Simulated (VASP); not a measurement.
Mn, 3 atoms in the cell. Symmetry: P6/mmm, No. 191, hexagonal system. The conventional cell has a = 3.227 Å, b = 3.227 Å, c = 1.995 Å, α = 90.00°, β = 90.00°, γ = 120.00°. Within 2.6 Å of Mn (site symmetry 6/mmm) lie 14 Mn at 2.00 to 2.11 Å. Within 2.5 Å of Mn (site symmetry -6m2) lie 11 Mn at 1.86 to 2.11 Å. This isn't the form of Mn at room conditions, which is a 58-atom cubic cell.

```yaml
Program: VASP 6.6.1
Task: single point
Functional: LDA
Potentials_or_basis: VASP PAW LDA potentials, release 64 (Mn_pv)
Cutoff: 520 eV
k_mesh: 11 × 11 × 15
Occupations: fermi-dirac, width 0.1 eV
Spin: collinear spin, ferromagnetic start
Starting_moments: "[3.0, 3.0, 3.0] μB"
Dipole_correction: no
Further_INCAR_settings: ALGO = Normal; EDIFF = 1e-06; NBANDS = 30
```

Potentials or basis: VASP PAW LDA potentials, release 64 (Mn_pv).

Launch:

```sh
$ cat potpaw_LDA.64/Mn_pv/POTCAR > POTCAR
$ mpirun -np 1 vasp_std > vasp.out
```

Hardware: 1 thread of AMD EPYC 9R45 96-Core Processor (Zen 5), with other jobs on the host.

Task: Estimate the wall time of this run.

Result: Run time: 59 s on 1 thread of AMD EPYC 9R45 96-Core Processor (Zen 5), with other jobs on the host, peak memory 0.16 GiB. Counts: scf iterations 15, k points 128.
